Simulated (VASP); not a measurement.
Write the native input for VASP 6.6.1 that does the following.

| Property | Result |
| --- | --- |
| Task | single point |
| Functional | PBEsol |
| Potentials or basis | VASP PAW PBE potentials, release 64 (Si, C) |
| Cutoff | 520 eV |
| k mesh | 9 × 3 × 1 |
| Occupations | gaussian, width 0.05 eV |
| Spin | no spin polarisation |
| Dipole correction | yes |
| Further INCAR settings | LREAL = Auto; ALGO = Normal; EDIFF = 1e-06; NBANDS = 96 |

The structure of SiC lies in POSCAR:

```
SiC
1.0
    3.0780369099      0.0000000000      0.0000000000
    0.0000000000     10.0756977292      0.0000000000
    0.0000000000      0.0000000000     25.6626326312
Si C
18 18
Direct
    0.5000000000      0.3096450319      0.2934360178
    0.5000000000      0.8297561386      0.3029684360
    0.0000000000      0.5558909367      0.3235526548
    0.5000000000      0.0618243928      0.3610604914
    0.0000000000      0.3138411052      0.3961000576
    0.0000000000      0.8136324657      0.3967951139
    0.5000000000      0.5615090940      0.4300651531
    0.0000000000      0.0627878800      0.4657754471
    0.5000000000      0.3132483269      0.5000774612
    0.5000000000      0.8132483206      0.4999225391
    0.0000000000      0.5627878844      0.5342245521
    0.5000000000      0.0615090906      0.5699348468
    0.0000000000      0.3136324642      0.6032048827
    0.0000000000      0.8138411077      0.6038999446
    0.5000000000      0.5618243983      0.6389395064
    0.0000000000      0.0558909388      0.6764473457
    0.5000000000      0.3297561464      0.6970315624
    0.5000000000      0.8096450401      0.7065639850
    0.5000000000      0.4882194227      0.2976601174
    0.5000000000      1.0033077284      0.2931185984
    0.0000000000      0.7456608241      0.3245014220
    0.5000000000      0.2476260135      0.3634539544
    0.0000000000      0.5005782541      0.3959083354
    0.0000000000      0.9992900638      0.3969449559
    0.5000000000      0.7497534422      0.4301763720
    0.0000000000      0.2508299391      0.4659288387
    0.5000000000      0.5002517484      0.4996409379
    0.5000000000      1.0002517462      0.5003590619
    0.0000000000      0.7508299395      0.5340711643
    0.5000000000      0.2497534389      0.5698236256
    0.0000000000      0.4992900660      0.6030550425
    0.0000000000      1.0005782554      0.6040916661
    0.5000000000      0.7476260175      0.6365460477
    0.0000000000      0.2456608301      0.6754985776
    0.5000000000      0.5033077345      0.7068813985
    0.5000000000      0.9882194290      0.7023398861
```

These files were run (other wordings do the same):

INCAR

```
PREC = Accurate ; ENCUT = 520
EDIFF = 1E-6 ; ISMEAR = 0
SIGMA = 0.05 ; LREAL = Auto
LASPH = True ; NELM = 100
ALGO = Normal ; ISIF = 2
LWAVE = False ; LCHARG = True
LDIPOL = True ; IDIPOL = 3
DIPOL = 0.5 0.5 0.500 ; GGA = PS
LELF = True ; LVHAR = True
LVACPOTAV = True ; NBANDS = 96
```

KPOINTS

```
Automatic mesh
0
Gamma
  9 3 1
```

Potentials or basis: VASP PAW PBE potentials, release 64 (Si, C).

The run is started by

```bash
$ cat potpaw_PBE.64/Si/POTCAR potpaw_PBE.64/C/POTCAR > POTCAR
$ mpirun -np 1 vasp_std > vasp.out
```

Results of the run:

```json
{
  "Largest force": "0.054 eV/Å",
  "Band gap on the k mesh": "zero (bands 72 and 73 overlap by 0.36 eV)"
}
```

Caveat: the PAW data sets were made with another functional, which shifts forces and pressure a little.

Run time: 18 min on 1 thread of Intel(R) Xeon(R) 6975P-C (Granite Rapids) (shared host), peak memory 0.96 GiB.
